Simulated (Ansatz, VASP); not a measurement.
# Two plane-wave programs on MgFeC4N4

```
Mg Fe C N
1.0
     5.98481    0.00000    0.00000
     0.00000    5.98481    0.00000
     0.00000    0.00000    5.98481
Mg Fe C N
1 1 4 4
Direct
  0.50000 0.50000 0.50000
  0.00000 0.00000 0.00000
  0.18696 0.18696 0.18696
  0.18696 0.81304 0.81304
  0.81304 0.18696 0.81304
  0.81304 0.81304 0.18696
  0.29983 0.29983 0.29983
  0.29983 0.70017 0.70017
  0.70017 0.29983 0.70017
  0.70017 0.70017 0.29983
```

Alike in both runs: task single point; functional PBE; k mesh 4 × 4 × 4; occupations gaussian, width 0.1 eV; collinear spin.

|  | VASP | Ansatz |
| --- | --- | --- |
| version | VASP 6.6.1 | Ansatz 0.2.0 |
| potentials or method | VASP PAW PBE potentials, release 64 (Mg, Fe, C, N), cutoff 520 eV | scalar-relativistic, plane waves, PAW |
| valence electrons in the cell | 46 | 62 |

Ansatz gave:

```
gap on the k mesh at the Fermi level (eV)                     : none
pressure (GPa)                                                : 0.5
rms of the force components (eV/Å)                            : 0.220
net moment per atom (μB)                                      : 0.40
size of the moment on the site where the two differ most (μB) : 2.76
```

Question: Which values does VASP return?

Answer: gap on the k mesh at the Fermi level (eV): none; pressure (GPa): 0.9; rms of the force components (eV/Å): 0.235; net moment per atom (μB): 0.40; size of the moment on the site where the two differ most (μB): 3.14.

Site moments also hang on the region over which each program counts them. Atom by atom the forces differ by 0.189 eV/Å (rms over components). A gap of «none» marks a metal or a gap that the smearing closes. One of these differences is far larger than is usual between the two programs; its cause wasn't traced. The functional is the same, so the differences come from potentials, cutoffs and numerics. VASP's potentials hold 46 valence electrons a cell and Ansatz's 62, so a difference there can come from the potentials and not from the codes.

Noted on VASP's run: the standard files for N, O and F lose accuracy on very short bonds.
